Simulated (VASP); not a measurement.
Write the native input for VASP 6.6.1 that does the following.

* Task: single point
* Functional: PBE
* Potentials or basis: VASP PAW PBE potentials, release 64 (Hf_pv, Te)
* Cutoff: 520 eV
* k mesh: 4 × 4 × 4
* Occupations: gaussian, width 0.1 eV
* Spin: no spin polarisation
* Dipole correction: no
* Further INCAR settings: ALGO = Normal; EDIFF = 1e-07; NBANDS = 31

The structure of Hf4Te lies in POSCAR:

```
Hf4Te
1.0
   -3.2264149660      3.2264149660      3.2264149660
    3.2264149660     -3.2264149660      3.2264149660
    3.2264149660      3.2264149660     -3.2264149660
Hf Te
4 1
Direct
    0.0000000000      0.0000000000      0.5000000000
    0.0000000000      0.5000000000      0.0000000000
    0.5000000000      0.0000000000      0.0000000000
    0.5000000000      0.5000000000      0.5000000000
    0.0000000000      0.0000000000      0.0000000000
```

One way to write it, as run:

INCAR

```
SYSTEM = Hf4Te
PREC = Accurate
ENCUT = 520
EDIFF = 1E-7
ISMEAR = 0
SIGMA = 0.1
LREAL = .FALSE.
LASPH = .TRUE.
NELM = 60
ALGO = Normal
ISIF = 2
LWAVE = .FALSE.
LCHARG = .FALSE.
GGA = PE
NBANDS = 31
```

KPOINTS

```
regular mesh
0
G
  4 4 4
  0 0 0
```

Potentials or basis: VASP PAW PBE potentials, release 64 (Hf_pv, Te).

Command:

```console
$ cat potpaw_PBE.64/Hf_pv/POTCAR potpaw_PBE.64/Te/POTCAR > POTCAR
$ mpirun -np 1 vasp_std > vasp.out
```

It gave:

| Property | Result |
| --- | --- |
| Pressure | 0.0 GPa |
| Band gap on the k mesh | zero (band 23 reaches 5.15 eV, above the bottom of band 24 at 3.48 eV) |

Caveat: spin-orbit coupling is left out, which moves the levels of the heavy elements.

Run time: 24 s on 1 thread of Intel(R) Xeon(R) 6975P-C (Granite Rapids), with other jobs on the host, peak memory 0.26 GiB.
